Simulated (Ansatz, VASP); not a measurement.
Given: the input of a run of VASP 6.6.1 on SrO.

INCAR

```
SYSTEM = SrO
ALGO = Normal
EDIFF = 1E-7
ENCUT = 520
GGA = PE
ISIF = 2
ISMEAR = 0
LASPH = .True.
LCHARG = .False.
LREAL = .False.
LWAVE = .False.
NBANDS = 15
NELM = 80
PREC = Accurate
SIGMA = 0.020999999999999998
```

Contents of KPOINTS:

```
k-points
0
Gamma
  9 9 9
  0 0 0
```

POSCAR

```
SrO
1.0
    0.0000000000      2.5663000000      2.5663000000
    2.5663000000      0.0000000000      2.5663000000
    2.5663000000      2.5663000000      0.0000000000
Sr O
1 1
Direct
    0.5000000000      0.5000000000      0.5000000000
    0.0000000000      0.0000000000      0.0000000000
```

Potentials or basis: VASP PAW PBE potentials, release 64 (Sr_sv, O).

Run with:

```sh
$ cat potpaw_PBE.64/Sr_sv/POTCAR potpaw_PBE.64/O/POTCAR > POTCAR
$ mpirun -np 1 vasp_std > vasp.out
```

Translate it to Ansatz 0.2.0. Potentials there: all-electron LAPW, scalar-relativistic.

As run (the cutoff follows the program's own potentials):

input.yaml

```yaml
crystal:
  lattice:
    - [0.0, 2.5663, 2.5663]
    - [2.5663, 0.0, 2.5663]
    - [2.5663, 2.5663, 0.0]
  atoms:
    - { symbol: Sr, position: [0.5, 0.5, 0.5] }
    - { symbol: O, position: [0.0, 0.0, 0.0] }
kpoints:
  mp_grid: { grid: [9, 9, 9] }
scf:
  occupations: { method: gaussian, width: 0.021 }
hamiltonian:
  xc: pbe
  pseudopotentials: { kind: all_electron, lapw: { basis_error: 0.001 } }
output:
  forces: true
  stress: true
  eigenvalues: true
```

Potentials or basis: all-electron LAPW, scalar-relativistic.

Command:

```sh
$ ansatz run input.yaml --threads 1 --pin off --max-ram 3072MiB --backend cpu --events-out ev --progress --plain --runs-dir out
```

Both were run:

|  | VASP | Ansatz | Ansatz less VASP |
| --- | --- | --- | --- |
| gap on the k mesh at the Fermi level (eV) | 3.32 | 3.37 | +0.047 |
| least direct gap on the mesh (eV) | 3.41 | 3.45 | +0.036 |
| pressure (GPa) | 3.9 | 3.3 | -0.60 |

Ansatz ran all-electron here, and VASP with PAW potentials.
